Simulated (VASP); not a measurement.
# W2AuN3 (R-3m) in VASP: relaxation of cell and atoms with PBE

Aim: the relaxation of cell and atoms of W2AuN3 with PBE.

Everything below comes from runs of VASP 6.6.1. Logs are shortened: lines on timing, memory, paths and dates and some standing lists are left out, and cuts for length are marked.

## Step 1: The cell of the first run

The structure is trigonal, space group R-3m (No. 166). Conventional cell: a = 5.420 Å, b = 5.420 Å, c = 9.671 Å, α = 90.00°, β = 90.00°, γ = 120.00°. Within 2.5 Å of W (site symmetry 3m) lie 3 N at 1.90 Å and 1 Au at 2.15 Å. Within 2.8 Å of Au (site symmetry -3m) lie 2 W at 2.15 Å and 6 N at 2.71 Å. N (site symmetry 2/m) has 2 W at 1.90 Å within 2.5 Å.

The cell was built from a structure type or drawn by symmetry, and may not be a known phase.

## Step 2: Relaxation of cell and atoms, PBE

INCAR reads:

```
ALGO = Normal
EDIFF = 1E-7
EDIFFG = -0.08
ENCUT = 600
GGA = PE
GGA_COMPAT = F
IBRION = 2
ISIF = 3
ISMEAR = 0
LASPH = T
LCHARG = F
LREAL = F
LWAVE = F
NELM = 120
NELMIN = 4
NSW = 36
PREC = Accurate
SIGMA = 0.15
```

KPOINTS reads:

```
k-points
0
Gamma
  3 3 3
```

POSCAR reads:

```
W2AuN3
1.0
    2.7100061700      1.5646227900      3.2236322700
   -2.7100061700      1.5646227900      3.2236322700
    0.0000000000     -3.1292455800      3.2236322700
W Au N
2 1 3
Direct
    0.7226647100      0.7226647100      0.7226647100
    0.2773352900      0.2773352900      0.2773352900
    0.5000000000      0.5000000000      0.5000000000
    0.0000000000      0.0000000000      0.5000000000
    0.5000000000      0.0000000000      0.0000000000
    0.0000000000      0.5000000000      0.0000000000
```

Potentials or basis: VASP PAW PBE potentials, release 64 (W_sv, Au, N).

The run is started by

```console
cat potpaw_PBE.64/W_sv/POTCAR potpaw_PBE.64/Au/POTCAR potpaw_PBE.64/N/POTCAR > POTCAR
mpirun -np 1 vasp_std > vasp.out
```

OUTCAR:

```text
EDIFF = 1E-7
   EDIFFG = -0.08
   ENCUT = 600
   GGA = PE
   IBRION = 2
   ISIF = 3
   ISMEAR = 0
   LASPH = T
   LREAL = F
   NELM = 120
   NELMIN = 4
   NSW = 36
   PREC = Accurate

 ion  position               nearest neighbor table
   1  0.723  0.723  0.723-   4 1.90   5 1.90   6 1.90   3 2.15   3 3.31   3 3.31   3 3.31   2 3.31
                             2 3.31   2 3.31
   2  0.277  0.277  0.277-   4 1.90   5 1.90   6 1.90   3 2.15   3 3.31   3 3.31   3 3.31   1 3.31
                             1 3.31   1 3.31
   3  0.500  0.500  0.500-   1 2.15   2 2.15   2 3.31   1 3.31   2 3.31   2 3.31   1 3.31   1 3.31

   4  0.000  0.000  0.500-   1 1.90   2 1.90
   5  0.500  0.000  0.000-   1 1.90   2 1.90
   6  0.000  0.500  0.000-   1 1.90   2 1.90

  LATTYP: Found a trigonal (rhomboedric) cell.
 ALAT       =     4.4926587817
 COS(alpha) =     0.2722810490

  Lattice vectors:

 A1 = (   2.7100061700,   1.5646227900,   3.2236322700)
 A2 = (  -2.7100061700,   1.5646227900,   3.2236322700)
 A3 = (   0.0000000000,  -3.1292455800,   3.2236322700)

Analysis of symmetry for initial positions (statically):
=====================================================================
 Subroutine PRICEL returns:
 Original cell was already a primitive cell.

 Routine SETGRP: Setting up the symmetry group for a
 trigonal (rhombohedral) supercell.

 Subroutine GETGRP returns: Found 12 space group operations
 (whereof 12 operations were pure point group operations)
 out of a pool of 12 trial point group operations.

The static configuration has the point symmetry D_3d.

Analysis of symmetry for dynamics (positions and initial velocities):
=====================================================================
 Subroutine PRICEL returns:
 Original cell was already a primitive cell.

 Routine SETGRP: Setting up the symmetry group for a
 trigonal (rhombohedral) supercell.

 Subroutine GETGRP returns: Found 12 space group operations
 (whereof 12 operations were pure point group operations)
 out of a pool of 12 trial point group operations.

The dynamic configuration has the point symmetry D_3d.

 Subroutine INISYM returns: Found 12 space group operations
 (whereof 12 operations are pure point group operations),
 and found     1 'primitive' translations

----------------------------------------------------------------------------------------

                                     Primitive cell

  volume of cell :      82.0119

  direct lattice vectors                    reciprocal lattice vectors
     2.710006170  1.564622790  3.223632270     0.184501425  0.106521947  0.103403027
    -2.710006170  1.564622790  3.223632270    -0.184501425  0.106521947  0.103403027
[... 94 lines left out ...]
     AMIX_MAG =   1.60;   BMIX_MAG =  1.00
  volume/ion in A,a.u.               =      13.67        92.24
  Fermi-wavevector in a.u.,A,eV,Ry     =   1.424231  2.691407 27.598531  2.028435
  Thomas-Fermi vector in A             =   2.544744
   LORBIT       =      0    0 simple, 1 ext, 2 COOP (PROOUT), +10 PAW based schemes
   GGA     = PE    functional components
   LHFCALC =     F    Hartree Fock is set to
   AEXX    =    0.0000 exact exchange contribution
   IVDW    =     0    specifies the selected vdW correction
   LEPSILON=     F    determine dielectric tensor
   LRPA    =     F    only Hartree local field effects (RPA)
 conjugate gradient relaxation of ions
 non-spin polarized calculation
 Gauss-broadening in eV      SIGMA  =   0.15
  energy-cutoff  :      600.00
  volume of cell :       82.01
 maximum number of plane-waves:      2754
   NGX = 17   NGY = 17   NGZ = 17

--------------------------------------- Ionic step        1  -------------------------------------------

 number of electron      54.0000010 magnetization

 Free energy of the ion-electron system (eV)
  ---------------------------------------------------
  ext. energy  EPLUGINS =         0.00000000
  ---------------------------------------------------
  free energy    TOTEN  =       -45.05741924 eV

  energy without entropy =      -45.00079777  energy(sigma->0) =      -45.02910850

------------------------ aborting loop because EDIFF is reached ----------------------------------------

  FORCE on cell =-STRESS in cart. coord.  units (eV):
  Direction    XX          YY          ZZ          XY          YZ          ZX
  --------------------------------------------------------------------------------------
  -------------------------------------------------------------------------------------
  Total        7.6024890      7.6024890     44.3541316     -0.0000000      0.0000000      0.0000000
  in kB      148.5216296    148.5216292    866.4988427     -0.0000000      0.0000000      0.0000000
  external PRESSURE =     387.8473672 kB  Pullay stress =       0.0000000 kB
[... 101 lines left out ...]
  FREE ENERGIE OF THE ION-ELECTRON SYSTEM (eV)
  ---------------------------------------------------
  free  energy   TOTEN  =       -50.6288825866 eV

  energy  without entropy=      -50.5915582759  energy(sigma->0) =      -50.61022043

 E-fermi :   2.6211     XC(G=0):  -9.4836

 val. band max:        2.6097146698   @ k =   0.3333   0.3333   0.3333
 cond. band min:       2.8101253491   @ k =   0.3333   0.3333   0.0000
 fundamental gap:      0.2004106792
 Fermi energy:         2.6211299011

 k-point     1 :       0.0000    0.0000    0.0000
  band No.  band energies     occupation
      1     -72.4406      2.00000
      2     -72.4399      2.00000
      3     -36.6455      2.00000
      4     -36.6455      2.00000
      5     -36.6269      2.00000
      6     -36.6269      2.00000
[... 199 lines left out ...]
     31       4.7133      0.00000
     32       5.0801      0.00000

[... ionic steps 4 to 13 ...]

--------------------------------------- Ionic step       14  -------------------------------------------

 number of electron      53.9999999 magnetization

------------------------ aborting loop because EDIFF is reached ----------------------------------------
[... 75 lines left out ...]
--------------------------------------- Ionic step       16  -------------------------------------------

 number of electron      54.0000002 magnetization

 Free energy of the ion-electron system (eV)
  ---------------------------------------------------
  ext. energy  EPLUGINS =         0.00000000
  ---------------------------------------------------
  free energy    TOTEN  =       -52.29029595 eV

  energy without entropy =      -52.27220837  energy(sigma->0) =      -52.28125216

 E-fermi :   4.2691     XC(G=0): -10.3593

 val. band max:        4.0351977138   @ k =   0.3333   0.0000   0.0000
 cond. band min:       4.3939016710   @ k =   0.3333   0.3333   0.0000
 fundamental gap:      0.3587039572
 Fermi energy:         4.2691225293

 k-point     1 :       0.0000    0.0000    0.0000
  band No.  band energies     occupation
      1     -70.4058      2.00000
      2     -70.4038      2.00000
      3     -34.8431      2.00000
      4     -34.8431      2.00000
      5     -34.7969      2.00000
      6     -34.7969      2.00000
[... 232 lines left out ...]
  FREE ENERGIE OF THE ION-ELECTRON SYSTEM (eV)
  ---------------------------------------------------
  free  energy   TOTEN  =       -52.2902959484 eV

  energy  without entropy=      -52.2722083677  energy(sigma->0) =      -52.28125216

 reached required accuracy - stopping structural energy minimisation
```

CONTCAR:

```text
W2AuN3
   1.00000000000000
     3.0712109542234227    1.7731644686668333    3.2084312572457074
    -3.0712109542234227    1.7731644686668333    3.2084312572457074
     0.0000000000000000   -3.5463289373336666    3.2084312572457074
  W               Au              N
     2     1     3
Direct
     0.7756489669634257    0.7756489669634257    0.7756489669634257
     0.2243510330365746    0.2243510330365746    0.2243510330365746
     0.5000000000000000    0.5000000000000000    0.5000000000000000
     0.0000000000000000    0.0000000000000000    0.5000000000000000
     0.5000000000000000    0.0000000000000000    0.0000000000000000
     0.0000000000000000    0.5000000000000000    0.0000000000000000

  0.00000000E+00  0.00000000E+00  0.00000000E+00
  0.00000000E+00  0.00000000E+00  0.00000000E+00
  0.00000000E+00  0.00000000E+00  0.00000000E+00
  0.00000000E+00  0.00000000E+00  0.00000000E+00
  0.00000000E+00  0.00000000E+00  0.00000000E+00
  0.00000000E+00  0.00000000E+00  0.00000000E+00
```

It took 8.9 min on 1 thread of Intel Xeon 8259CL, shared host; peak memory 0.23 GiB.

What came out:

```
Free energy                           : -52.2903 eV
Relaxed volume                        : 17.47 Å³/atom
Relaxed cell                          : a = 4.782 Å, b = 4.782 Å, c = 4.782 Å, α = 79.91°, β = 79.91°, γ = 79.91°
Space group after relaxing (to 0.1 Å) : R-3m (No. 166)
Energy gained by relaxing             : 1205.5 meV/atom
Ionic steps                           : 16
Pressure after relaxing               : 0.0 GPa
Largest force after relaxing          : 0.056 eV/Å
Band gap on the k mesh                : zero (bands 27 and 28 overlap by 0.31 eV)
```

Forces on the atoms (eV/Å):
```
W    0.000  0.000  0.056
W    0.000  0.000 -0.056
Au   0.000  0.000  0.000
N    0.000  0.000  0.000
N    0.000  0.000  0.000
N    0.000  0.000  0.000
```

The path:
```
step  energy change (eV)  largest force (eV/Å)  pressure (GPa)  volume (Å³)
   1              0.0000               14.9691           38.78        82.01
   2             -2.0419                7.3595           25.05       125.28
   3             -5.5715                4.0731           20.42        98.96
   4             -5.6810                3.5767           20.50        97.48
   5             -5.7915                1.9927           21.85        93.52
   6             -4.5733                5.1652          -23.53       125.74
   7             -6.5156                1.6322           -2.46       104.46
   8             -6.5181                1.4843           -1.52       103.89
   9             -6.8567                1.0538           -1.85       105.23
  10             -7.1768                0.7332           -4.44       107.54
  11             -7.0207                1.5419           10.82        99.98
  12             -7.2260                0.0194            0.04       104.99
  13             -7.2260                0.0022            0.15       104.93
  14             -7.2300                0.0958            0.22       104.70
  15             -7.2307                0.1633            0.27       104.54
  16             -7.2329                0.0557           -0.03       104.83
```

Final structure:
```yaml
crystal:
  lattice:
    - [3.07121, 1.77316, 3.20843]
    - [-3.07121, 1.77316, 3.20843]
    - [0.00000, -3.54633, 3.20843]
  atoms:
    - { symbol: W, position: [0.77565, 0.77565, 0.77565] }
    - { symbol: W, position: [0.22435, 0.22435, 0.22435] }
    - { symbol: Au, position: [0.50000, 0.50000, 0.50000] }
    - { symbol: N, position: [0.00000, 0.00000, 0.50000] }
    - { symbol: N, position: [0.50000, 0.00000, 0.00000] }
    - { symbol: N, position: [0.00000, 0.50000, 0.00000] }
```

Caveat: the k points lie up to 0.45 Å⁻¹ apart in the final cell; the volume moved by over 15 % at a fixed basis, so the end points are rough; spin-orbit coupling is left out, which moves the levels of the heavy elements; the relaxation stopped at a loose force limit of 0.08 eV/Å, so its end isn't a converged minimum.
